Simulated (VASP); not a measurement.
Cu:

```
Cu
1.0
     0.00000    1.80750    1.80750
     1.80750    0.00000    1.80750
     1.80750    1.80750    0.00000
Cu
1
Direct
  0.00000 0.00000 0.00000
```

```yaml
Program: VASP 6.6.1
Task: relaxation of cell and atoms
Functional: PBEsol
Potentials_or_basis: VASP PAW PBE potentials, release 64 (Cu)
Cutoff: 600 eV
k_mesh: 8 × 8 × 8
Occupations: gaussian, width 0.05 eV
Spin: no spin polarisation
```

At the start: pressure -4.9 GPa; volume 11.81 Å³/atom.

How do energy, volume and symmetry change on relaxing?

Over 3 steps the energy falls by 6.0 meV/atom and the volume is 11.43 Å³/atom (-3.2 %); space group Fm-3m (No. 225, to 0.1 Å) before and after.

The path:
| step | energy change (eV) | largest force (eV/Å) | pressure (GPa) | volume (Å³) |
| --- | --- | --- | --- | --- |
| 1 | 0.0000 | 0.0000 | -4.88 | 11.81 |
| 2 | -0.0038 | 0.0000 | 3.35 | 11.21 |
| 3 | -0.0060 | 0.0000 | 0.01 | 11.43 |

Final structure:
```cif
data_structure
_symmetry_space_group_name_H-M 'P 1'
_symmetry_Int_Tables_number 1
_cell_length_a 2.5283
_cell_length_b 2.5283
_cell_length_c 2.5283
_cell_angle_alpha 60.000
_cell_angle_beta 60.000
_cell_angle_gamma 60.000
_cell_volume 11.43
loop_
_atom_site_label
_atom_site_type_symbol
_atom_site_fract_x
_atom_site_fract_y
_atom_site_fract_z
_atom_site_occupancy
Cu1 Cu 0.00000 0.00000 0.00000 1
```

Caveat: the k points lie up to 0.38 Å⁻¹ apart in the final cell, too coarse for converged energies and pressures of a metal; the PAW data sets were made with another functional, which shifts forces and pressure a little.
